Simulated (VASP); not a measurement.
BaTe: single point with PBE

Crystal: BaTe.

```
Ba Te
1.0
     2.27825   -6.67719    0.00000
     2.27825    6.67719    0.00000
     0.00000    0.00000    5.41837
Ba Te
2 2
Direct
  0.87951 0.12049 0.25000
  0.12049 0.87951 0.75000
  0.61957 0.38043 0.25000
  0.38043 0.61957 0.75000
```

The cell was generated, and may not be a known phase.

```
Program             : VASP 6.6.1
Task                : single point
Functional          : PBE
Potentials or basis : VASP PAW PBE potentials, release 64 (Ba_sv, Te)
Cutoff              : 520 eV
k mesh              : 6 × 6 × 6
Occupations         : gaussian, width 0.02 eV
Spin                : no spin polarisation
```

```yaml
Pressure: 0.4 GPa
Largest_force: 0.012 eV/Å
Band_gap_on_the_k_mesh: 1.28 eV
```

Forces on the atoms (eV/Å):
```
Ba   0.000  0.003  0.000
Ba   0.000 -0.003  0.000
Te   0.000  0.012  0.000
Te   0.000 -0.012  0.000
```

Stress tensor (GPa, compression positive):
```
0.39 0.00 0.00
0.00 0.29 0.00
0.00 0.00 0.42
```

Levels at points of the mesh, in eV from the valence-band top:
| k point | band 14 | band 15 | band 16 | band 17 | band 18 | band 19 |
| --- | --- | --- | --- | --- | --- | --- |
| (0.00, 0.00, 0.00) | -0.31 | -0.23 | -0.19 | 1.52 | 1.73 | 1.88 |
| (0.50, 0.00, 0.00) | -1.88 | -1.34 | -0.37 | 2.83 | 2.94 | 3.74 |
| (0.50, 0.50, 0.00) | -0.65 | -0.38 | 0.00 | 1.28 | 2.16 | 2.96 |
| (0.00, 0.00, 0.50) | -1.13 | -0.96 | -0.96 | 2.90 | 2.90 | 3.36 |
| (0.50, 0.00, 0.50) | -1.38 | -0.61 | -0.61 | 2.17 | 2.17 | 3.41 |
| (0.50, 0.50, 0.50) | -0.92 | -0.84 | -0.84 | 2.95 | 2.95 | 3.89 |

It took 3.7 min on 1 thread of Intel(R) Xeon(R) 6975P-C (Granite Rapids), on a shared host, peak memory 0.45 GiB.

Caveat: spin-orbit coupling is left out, which moves the levels of the heavy elements. A k mesh can miss the band edges.
